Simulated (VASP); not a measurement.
# GeB2C3 (P6/mmm) in VASP: a series of runs

Runs on GeB2C3. Level: PBE. Tasks: single point, relaxation of cell and atoms.

All numbers are computed with VASP 6.6.1; they aren't measurements. Logs are shortened: lines on timing, memory, paths and dates and some standing lists are left out, and cuts for length are marked.

**1. The cell of the first run**

The structure is hexagonal, space group P6/mmm (No. 191). The conventional cell has a = 3.772 Å, b = 3.772 Å, c = 3.790 Å, α = 90.00°, β = 90.00°, γ = 120.00°. Ge (site symmetry 6/mmm) has 8 C at 1.89 to 2.18 Å within 2.5 Å. B (site symmetry -6m2) has 5 C at 1.89 to 2.18 Å and 3 B at 2.18 Å within 2.5 Å. Within 2.5 Å of C (site symmetry 6/mmm) lie 2 Ge at 1.89 Å and 6 B at 2.18 Å. Within 2.5 Å of C (site symmetry -6m2) lie 2 B at 1.89 Å and 3 C at 2.18 Å and 3 Ge at 2.18 Å.

**2. Single point, PBE**

INCAR

```
SYSTEM = GeB2C3
PREC = Accurate
ENCUT = 520
EDIFF = 1E-7
ISMEAR = 0
SIGMA = 0.1
LREAL = .FALSE.
LASPH = .TRUE.
NELM = 100
ALGO = Normal
ISIF = 2
LWAVE = .FALSE.
LCHARG = .FALSE.
GGA = PE
NBANDS = 25
```

KPOINTS

```
Automatic mesh
0
G
  6 6 4
  0 0 0
```

POSCAR

```
GeB2C3
1.0
    3.7721907549      0.0000000022      0.0000000000
   -1.8860953793      3.2668130205      0.0000000000
    0.0000000000      0.0000000000      3.7899582536
Ge B C
1 2 3
Direct
    0.0000000000      0.0000000000      0.0000000000
    0.3333333333      0.6666666667      0.5000000000
    0.6666666667      0.3333333333      0.5000000000
    0.0000000000      0.0000000000      0.5000000000
    0.3333333333      0.6666666667      0.0000000000
    0.6666666667      0.3333333333      0.0000000000
```

Potentials or basis: VASP PAW PBE potentials, release 64 (Ge_d, B, C).

Run with:

```console
> cat potpaw_PBE.64/Ge_d/POTCAR potpaw_PBE.64/B/POTCAR potpaw_PBE.64/C/POTCAR > POTCAR
> mpirun -np 1 vasp_std > vasp.out
```

OUTCAR:

```text
SYSTEM = GeB2C3
   PREC = Accurate
   ENCUT = 520
   EDIFF = 1E-7
   ISMEAR = 0
   LREAL = .FALSE.
   LASPH = .TRUE.
   NELM = 100
   ISIF = 2
   GGA = PE

 ion  position               nearest neighbor table
   1  0.000  0.000  0.000-   4 1.89   4 1.89   6 2.18   5 2.18   5 2.18   6 2.18   6 2.18   5 2.18

   2  0.333  0.667  0.500-   5 1.89   5 1.89
   3  0.667  0.333  0.500-   6 1.89   6 1.89
   4  0.000  0.000  0.500-   1 1.89   1 1.89
   5  0.333  0.667  0.000-   2 1.89   2 1.89   1 2.18   1 2.18   1 2.18
   6  0.667  0.333  0.000-   3 1.89   3 1.89   1 2.18   1 2.18   1 2.18

  LATTYP: Found a hexagonal cell.
 ALAT       =     3.7721907549
 C/A-ratio  =     1.0047101273

  Lattice vectors:

 A1 = (   3.7721907549,   0.0000000022,   0.0000000000)
 A2 = (  -1.8860953793,   3.2668130205,   0.0000000000)
 A3 = (   0.0000000000,   0.0000000000,   3.7899582536)

Analysis of symmetry for initial positions (statically):
=====================================================================
 Subroutine PRICEL returns:
 Original cell was already a primitive cell.

 Routine SETGRP: Setting up the symmetry group for a
 hexagonal supercell.

 Subroutine GETGRP returns: Found 24 space group operations
 (whereof 24 operations were pure point group operations)
 out of a pool of 24 trial point group operations.

The static configuration has the point symmetry D_6h.

Analysis of symmetry for dynamics (positions and initial velocities):
=====================================================================
 Subroutine PRICEL returns:
 Original cell was already a primitive cell.

 Routine SETGRP: Setting up the symmetry group for a
 hexagonal supercell.

 Subroutine GETGRP returns: Found 24 space group operations
 (whereof 24 operations were pure point group operations)
 out of a pool of 24 trial point group operations.

The dynamic configuration has the point symmetry D_6h.

 Subroutine INISYM returns: Found 24 space group operations
 (whereof 24 operations are pure point group operations),
 and found     1 'primitive' translations

----------------------------------------------------------------------------------------

                                     Primitive cell

  volume of cell :      46.7038

  direct lattice vectors                    reciprocal lattice vectors
     3.772190755  0.000000002  0.000000000     0.265097940  0.153054367  0.000000000
    -1.886095379  3.266813020  0.000000000    -0.000000000  0.306108735  0.000000000
     0.000000000  0.000000000  3.789958254     0.000000000  0.000000000  0.263855149

  length of vectors
     3.772190755  3.772190755  3.789958254     0.306108735  0.306108735  0.263855149

  position of ions in fractional coordinates (direct lattice)
     0.000000000  0.000000000  0.000000000
     0.333333333  0.666666667  0.500000000
     0.666666667  0.333333333  0.500000000
     0.000000000  0.000000000  0.500000000
     0.333333333  0.666666667  0.000000000
     0.666666667  0.333333333  0.000000000

  ion indices of the primitive-cell ions
   primitive index   ion index
                 1           1
                 2           2
                 3           3
                 4           4
                 5           5
                 6           6

----------------------------------------------------------------------------------------

 KPOINTS: Automatic mesh

Automatic generation of k-mesh.
 Grid dimensions read from file:
 generate k-points for:    6    6    4

 Generating k-lattice:

  Cartesian coordinates                     Fractional coordinates (reciprocal lattice)
     0.044182990  0.025509061  0.000000000     0.166666667  0.000000000  0.000000000
    -0.000000000  0.051018122  0.000000000     0.000000000  0.166666667  0.000000000
     0.000000000  0.000000000  0.065963787     0.000000000  0.000000000  0.250000000

  Length of vectors
     0.051018122  0.051018122  0.065963787

  Shift w.r.t. Gamma in fractional coordinates (k-lattice)
     0.000000000  0.000000000  0.000000000

 Subroutine IBZKPT returns following result:
 ===========================================

 Found     21 irreducible k-points:

 Following reciprocal coordinates:
            Coordinates               Weight
  0.000000  0.000000  0.000000      1.000000
  0.166667  0.000000  0.000000      6.000000
  0.333333  0.000000  0.000000      6.000000
  0.500000  0.000000  0.000000      3.000000
  0.166667  0.166667  0.000000      6.000000
  0.333333  0.166667  0.000000     12.000000
[... 13 lines left out ...]
  0.333333  0.166667  0.500000     12.000000
  0.333333  0.333333  0.500000      2.000000
   k-points           NKPTS =     21   k-points in BZ     NKDIM =     21   number of bands    NBANDS=     25
   number of dos      NEDOS =    301   number of ions     NIONS =      6
   total plane-waves  NPLWV =  21952
   dimension x,y,z NGX =    28 NGY =   28 NGZ =   28
   dimension x,y,z NGXF=    56 NGYF=   56 NGZF=   56
   ions per type =               1   2   3
   NGX,Y,Z   is equivalent  to a cutoff of  12.34, 12.34, 12.28 a.u.
   NGXF,Y,Z  is equivalent  to a cutoff of  24.68, 24.68, 24.56 a.u.
 SYSTEM =  GeB2C3
   PREC   = accura    normal or accurate (medium, high low for compatibility)
   ISTART =      0    job   : 0-new  1-cont  2-samecut
   ICHARG =      2    charge: 1-file 2-atom 10-const
   ISPIN  =      1    spin polarized calculation?
   LNONCOLLINEAR =      F non collinear calculations
   LSORBIT =      F    spin-orbit coupling
   LASPH  =      T    aspherical Exc in radial PAW
   ENCUT  =  520.0 eV  38.22 Ry    6.18 a.u.   7.01  7.01  7.05*2*pi/ulx,y,z
   NELM   =    100;   NELMIN=  2; NELMDL= -5     # of ELM steps
   EDIFF  = 0.1E-06   stopping-criterion for ELM
   LREAL  =      F    real-space projection
   EDIFFG = 0.1E-05   stopping-criterion for IOM
   NSW    =      0    number of steps for IOM
   IBRION =     -1    ionic relax: 0-MD 1-quasi-New 2-CG
   NFREE  =      0    steps in history (QN), initial steepest desc. (CG)
   ISIF   =      2    stress and relaxation
   ISYM   =      2    0-nonsym 1-usesym 2-fastsym
   POTIM  = 0.5000    time-step for ionic-motion
   TEBEG  =    0.0;   TEEND  =   0.0 temperature during run
   PSTRESS=    0.0 pullay stress
   NELECT =      32.0000    total number of electrons
   NUPDOWN=      -1.0000    fix difference up-down
   EMIN   =  10.00;   EMAX   =-10.00  energy-range for DOS
   EFERMI =   0.00;   METHOD = LEGACY
   ISMEAR =     0;   SIGMA  =   0.10  broadening in eV -4-tet -1-fermi 0-gaus
   EFERMI_NEDOS =   21; number of points for ismear=-14 and -15
   IALGO  =     38    algorithm
   IMIX   =      4    mixing-type and parameters
     AMIX     =   0.40;   BMIX     =  1.00
     AMIX_MAG =   1.60;   BMIX_MAG =  1.00
  volume/ion in A,a.u.               =       7.78        52.53
  Fermi-wavevector in a.u.,A,eV,Ry     =   1.443247  2.727342 28.340423  2.082962
  Thomas-Fermi vector in A             =   2.561676
   LORBIT       =      0    0 simple, 1 ext, 2 COOP (PROOUT), +10 PAW based schemes
   GGA     = PE    functional components
   LHFCALC =     F    Hartree Fock is set to
   AEXX    =    0.0000 exact exchange contribution
   IVDW    =     0    specifies the selected vdW correction
   LEPSILON=     F    determine dielectric tensor
   LRPA    =     F    only Hartree local field effects (RPA)
 non-spin polarized calculation
 Gauss-broadening in eV      SIGMA  =   0.10
  energy-cutoff  :      520.00
  volume of cell :       46.70
 maximum number of plane-waves:      1266
 NGX is ok and might be reduce to    28
   NGX = 13   NGY = 13   NGZ = 15

 number of electron      31.9999996 magnetization

 Free energy of the ion-electron system (eV)
  ---------------------------------------------------
  ext. energy  EPLUGINS =         0.00000000
  ---------------------------------------------------
  free energy    TOTEN  =       -33.44526608 eV

  energy without entropy =      -33.43449604  energy(sigma->0) =      -33.43988106

 E-fermi :   8.3789     XC(G=0): -12.8517

 val. band max:        8.3355026174   @ k =   0.3333   0.1667   0.5000
 cond. band min:       8.4335477534   @ k =   0.5000   0.0000   0.0000
 fundamental gap:      0.0980451360
 Fermi energy:         8.3788906802

 k-point     1 :       0.0000    0.0000    0.0000
  band No.  band energies     occupation
      1     -16.0251      2.00000
      2     -16.0113      2.00000
      3     -16.0113      2.00000
      4     -15.8643      2.00000
      5     -15.8643      2.00000
      6      -9.2190      2.00000
[... 17 lines left out ...]
     24      19.2343      0.00000
     25      19.9201      0.00000

 k-point     2 :       0.1667    0.0000    0.0000
  band No.  band energies     occupation
      1     -16.0221      2.00000
      2     -16.0116      2.00000
      3     -16.0044      2.00000
      4     -15.8667      2.00000
      5     -15.8648      2.00000
      6      -8.8804      2.00000
[... 17 lines left out ...]
     24      18.2478      0.00000
     25      18.7868      0.00000

 k-point     3 :       0.3333    0.0000    0.0000
  band No.  band energies     occupation
      1     -16.0229      2.00000
      2     -16.0058      2.00000
      3     -15.9907      2.00000
      4     -15.8714      2.00000
      5     -15.8656      2.00000
      6      -7.8691      2.00000
[... 468 lines left out ...]
 k-point    20 :       0.3333    0.1667    0.5000
  band No.  band energies     occupation
      1     -16.0121      2.00000
      2     -15.9908      2.00000
      3     -15.9810      2.00000
      4     -15.8855      2.00000
      5     -15.8786      2.00000
      6      -5.3302      2.00000
[... 17 lines left out ...]
     24      16.3223      0.00000
     25      16.8352      0.00000

 k-point    21 :       0.3333    0.3333    0.5000
  band No.  band energies     occupation
      1     -15.9980      2.00000
      2     -15.9980      2.00000
      3     -15.9831      2.00000
      4     -15.8830      2.00000
      5     -15.8830      2.00000
      6      -3.8708      2.00000
[... 17 lines left out ...]
     24      16.3110      0.00000
     25      16.3110      0.00000

------------------------ aborting loop because EDIFF is reached ----------------------------------------

  FORCE on cell =-STRESS in cart. coord.  units (eV):
  Direction    XX          YY          ZZ          XY          YZ          ZX
  --------------------------------------------------------------------------------------
  -------------------------------------------------------------------------------------
  Total       -0.0340091     -0.0340091     -0.1760126     -0.0000000      0.0000000      0.0000000
  in kB       -1.1666841     -1.1666841     -6.0381225     -0.0000000      0.0000000      0.0000000
  external PRESSURE =      -2.7904969 kB  Pullay stress =       0.0000000 kB

 VOLUME and BASIS-vectors are now :
 -----------------------------------------------------------------------------
  energy-cutoff  :      520.00
  volume of cell :       46.70
      direct lattice vectors                 reciprocal lattice vectors
     3.772190755  0.000000002  0.000000000     0.265097940  0.153054367  0.000000000
    -1.886095379  3.266813020  0.000000000    -0.000000000  0.306108735  0.000000000
     0.000000000  0.000000000  3.789958254     0.000000000  0.000000000  0.263855149

 POSITION                                       TOTAL-FORCE (eV/Angst)
 -----------------------------------------------------------------------------------
      0.00000      0.00000      0.00000        -0.000000     -0.000000     -0.000000
     -0.00000      2.17788      1.89498         0.000000      0.000000     -0.000000
      1.88610      1.08894      1.89498        -0.000000      0.000000     -0.000000
      0.00000      0.00000      1.89498        -0.000000     -0.000000     -0.000000
     -0.00000      2.17788      0.00000         0.000000     -0.000000     -0.000000
      1.88610      1.08894      0.00000        -0.000000      0.000000      0.000000
 -----------------------------------------------------------------------------------
    total drift:                               -0.000000      0.000000      0.000000

  FREE ENERGIE OF THE ION-ELECTRON SYSTEM (eV)
  ---------------------------------------------------
  free  energy   TOTEN  =       -33.4452660840 eV

  energy  without entropy=      -33.4344960353  energy(sigma->0) =      -33.43988106
```

It took 11 s on 1 thread of Intel Xeon 6975P-C (Granite Rapids), shared host; peak memory 0.16 GiB.

What came out:

| Property | Result |
| --- | --- |
| Free energy | -33.4453 eV |
| Pressure | -0.3 GPa |
| Band gap on the k mesh | zero (band 16 reaches 10.61 eV, above the bottom of band 17 at 5.93 eV) |

Caveat: the k points lie up to 0.41 Å⁻¹ apart.

**3. Single point, PBE**

This run uses another cell than the first one, of 14.60 Å³/atom, 1.876 times its volume.

INCAR

```
PREC     = Accurate       # precision mode
ENCUT    = 520            # plane-wave cutoff, eV
EDIFF    = 1E-6           # SCF threshold, eV
ISMEAR   = 0              # smearing method
SIGMA    = 0.1            # smearing width, eV
LREAL    = F              # projectors in reciprocal space
LASPH    = T              # aspherical terms in the spheres
NELM     = 60             # most SCF steps
ALGO     = Normal         # electronic algorithm
ISIF     = 2              # what is computed and relaxed
LWAVE    = F              # write WAVECAR
LCHARG   = F              # write CHGCAR
GGA      = PE             # functional
NBANDS   = 25             # bands
```

KPOINTS

```
Automatic mesh
0
Gamma
  6 6 4
```

POSCAR

```
GeB2C3
1.0
    4.9328868300      0.0000000000      0.0000000000
   -2.4664434200      4.2720053100      0.0000000000
    0.0000000000      0.0000000000      4.1571377900
Ge B C
1 2 3
Direct
    0.0000000000      0.0000000000      0.0000000000
    0.3333333300      0.6666666700      0.5000000000
    0.6666666700      0.3333333300      0.5000000000
    0.0000000000      0.0000000000      0.5000000000
    0.3333333300      0.6666666700      0.0000000000
    0.6666666700      0.3333333300      0.0000000000
```

Potentials or basis: VASP PAW PBE potentials, release 64 (Ge_d, B, C).

Run with:

```console
> cat potpaw_PBE.64/Ge_d/POTCAR potpaw_PBE.64/B/POTCAR potpaw_PBE.64/C/POTCAR > POTCAR
> mpirun -np 1 vasp_std > vasp.out
```

It took 18 s on 1 thread of Intel Xeon 6975P-C (Granite Rapids), shared host; peak memory 0.23 GiB.

The run converged. Its results:

```yaml
Free_energy: -26.3866 eV
Pressure: -29.2 GPa
Band_gap_on_the_k_mesh: zero (band 16 reaches 3.44 eV, above the bottom of band 17 at 0.90 eV)
```

Stress tensor (GPa, compression positive):
```
-23.38   0.00   0.00
  0.00 -23.38   0.00
  0.00   0.00 -40.71
```

Levels at points of the mesh, in eV from the Fermi level:
```csv
k point,band 13,band 14,band 15,band 16,band 17,band 18,band 19,band 20
"(0.00, 0.00, 0.00)",-2.73,-2.58,-2.58,-2.40,-1.24,-0.09,1.47,1.47
"(0.50, 0.00, 0.00)",-3.28,-2.77,-1.81,-0.59,0.02,0.23,0.93,1.22
"(0.00, 0.00, 0.50)",-1.42,-1.10,-1.10,-0.99,-0.99,-0.09,-0.09,3.34
"(0.50, 0.00, 0.50)",-2.23,-0.18,0.26,0.37,1.29,1.59,2.53,3.46
```

Caveat: the k points lie up to 0.38 Å⁻¹ apart.

[end of part 1 of 2]
